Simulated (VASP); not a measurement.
Runs of VASP 6.6.1 on Pt. The structure is cubic, space group Fm-3m (No. 225). Conventional cell: a = 3.922 Å, b = 3.922 Å, c = 3.922 Å, α = 90.00°, β = 90.00°, γ = 90.00°. Pt (site symmetry m-3m) has 12 Pt at 2.77 Å within 3.7 Å. 

```csv
level,potentials or basis,cutoff (eV),gap on the mesh (eV),pressure (GPa)
PBEsol,"VASP PAW PBE potentials, release 64 (Pt)",500,none,-0.8
LDA,"VASP PAW LDA potentials, release 64 (Pt)",500,none,-5.1
r2SCAN,"VASP PAW PBE potentials, release 64 (Pt)",550,none,5.1
RPBE,"VASP PAW PBE potentials, release 64 (Pt)",500,none,(a)
```

Alike in all rows: task single point; no spin polarisation; cell as given; k mesh 15 × 15 × 15; smearing fermi-dirac 0.1 eV.

Task: Fill in the values left out.

Result: (a) 14.2.

Caveats: spin-orbit coupling is left out, which moves the levels of the heavy elements; the PAW data sets were made with another functional, which shifts forces and pressure a little (at least some runs); the cell stands under pressure (at least some runs); the cell stands under tension (at least some runs).

A k mesh can miss the band edges, and the runs leave out spin-orbit coupling on Pt.

A gap of «none» marks levels without a gap at the run's occupations.
